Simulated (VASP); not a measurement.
# ZrSi2: single point with PBEsol

The system is ZrSi2.

```
Zr Si
1.0
     1.83844   -7.28718    0.00000
     1.83844    7.28718    0.00000
     0.00000    0.00000    3.65654
Zr Si
2 4
Direct
  0.89528 0.10472 0.25000
  0.10472 0.89528 0.75000
  0.44604 0.55396 0.75000
  0.55396 0.44604 0.25000
  0.25023 0.74977 0.25000
  0.74977 0.25023 0.75000
```

- Program: VASP 6.6.1
- Task: single point
- Functional: PBEsol
- Potentials or basis: VASP PAW PBE potentials, release 64 (Zr_sv, Si)
- Cutoff: 520 eV
- k mesh: 10 × 10 × 10
- Occupations: fermi-dirac, width 0.15 eV
- Spin: no spin polarisation
- Dipole correction: no
- Further INCAR settings: ALGO = Normal; EDIFF = 1e-07; NBANDS = 29

```yaml
Pressure: 0.1 GPa
Band_gap_on_the_k_mesh: zero (bands 20 and 21 overlap by 1.00 eV)
```

Levels at points of the mesh, in eV from the Fermi level:
| k point | band 17 | band 18 | band 19 | band 20 | band 21 | band 22 | band 23 | band 24 |
| --- | --- | --- | --- | --- | --- | --- | --- | --- |
| (0.00, 0.00, 0.00) | -2.36 | -2.35 | -2.28 | 0.06 | 1.13 | 1.41 | 1.51 | 1.64 |
| (0.50, 0.00, 0.00) | -1.73 | -1.53 | -0.85 | -0.45 | -0.41 | 1.01 | 1.03 | 2.16 |
| (0.50, 0.50, 0.00) | -2.65 | -1.83 | -1.43 | 0.45 | 1.04 | 1.20 | 1.50 | 1.77 |
| (0.00, 0.00, 0.50) | -1.92 | -1.92 | -0.02 | -0.02 | 0.25 | 0.25 | 1.65 | 1.65 |
| (0.50, 0.00, 0.50) | -3.18 | -3.18 | -2.15 | -2.15 | 2.26 | 2.26 | 3.20 | 3.20 |
| (0.50, 0.50, 0.50) | -2.22 | -2.22 | -0.89 | -0.89 | 0.15 | 0.15 | 2.37 | 2.37 |

Wall time 6 min on 1 thread of Intel(R) Xeon(R) 6975P-C (Granite Rapids) (shared host), peak memory 0.58 GiB.

Caveat: the PAW data sets were made with another functional, which shifts forces and pressure a little.
